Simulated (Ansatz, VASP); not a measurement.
## BaZrO3 in VASP and in Ansatz

File INCAR:

```
  PREC = Accurate
  ENCUT = 520
  EDIFF = 1E-7
  ISMEAR = 0
  SIGMA = 0.05
  LREAL = False
  LASPH = True
  NELM = 100
  ALGO = Normal
  ISIF = 2
  LWAVE = False
  LCHARG = False
  GGA = PE
  NBANDS = 28
```

Contents of KPOINTS:

```
Automatic mesh
0
Gamma
  6 6 6
```

POSCAR

```
BaZrO3
1.0
    4.1815000000      0.0000000000      0.0000000000
    0.0000000000      4.1815000000      0.0000000000
    0.0000000000      0.0000000000      4.1815000000
Ba Zr O
1 1 3
Direct
    0.5000000000      0.5253655428      0.5253655428
    0.0000000000      0.0000000000      0.0000000000
    0.5000000000      0.0000000000      0.0000000000
    0.0000000000      0.5000000000      0.0000000000
    0.0000000000      0.0000000000      0.5000000000
```

Input for Ansatz:

```yaml
crystal:
  lattice:
    - [4.1815, 0.0, 0.0]
    - [0.0, 4.1815, 0.0]
    - [0.0, 0.0, 4.1815]
  atoms:
    - { symbol: Ba, position: [0.5, 0.5253655428, 0.5253655428] }
    - { symbol: Zr, position: [0.0, 0.0, 0.0] }
    - { symbol: O, position: [0.5, 0.0, 0.0] }
    - { symbol: O, position: [0.0, 0.5, 0.0] }
    - { symbol: O, position: [0.0, 0.0, 0.5] }
basis:
  ecutwfc: 420
kpoints:
  mp_grid: { grid: [6, 6, 6] }
hamiltonian:
  xc: pbe
scf:
  occupations: { method: gaussian, width: 0.05 }
output:
  forces: true
  stress: true
  eigenvalues: true
```

Change from the starting cell: all Ba atoms moved -0.150 Å, as atom 1 towards its neighbour atom 3 (O) at 2.957 Å.

Alike in both runs: task single point; functional PBE; k mesh 6 × 6 × 6; occupations gaussian, width 0.05 eV; no spin polarisation.

|  | VASP | Ansatz |
| --- | --- | --- |
| version | VASP 6.6.1 | Ansatz 0.2.0 |
| potentials or method | VASP PAW PBE potentials, release 64 (Ba_sv, Zr_sv, O), cutoff 520 eV | scalar-relativistic, plane waves, PAW |
| valence electrons in the cell | 40 | 40 |

VASP gave:

| Property | Result |
| --- | --- |
| gap on the k mesh at the Fermi level (eV) | 3.19 |
| least direct gap on the mesh (eV) | 3.40 |
| pressure (GPa) | 6.8 |
| traceless stress, the component that is largest in VASP (GPa) | 0.47 |
| rms of the force components (eV/Å) | 0.221 |

Task: Which values does Ansatz return?

Result: gap on the k mesh at the Fermi level (eV): 3.23; least direct gap on the mesh (eV): 3.42; pressure (GPa): 5.7; traceless stress, the component that is largest in VASP (GPa): 0.44; rms of the force components (eV/Å): 0.207.

Atom by atom the forces differ by 0.022 eV/Å (rms over components).

Neither program's run includes spin-orbit coupling.
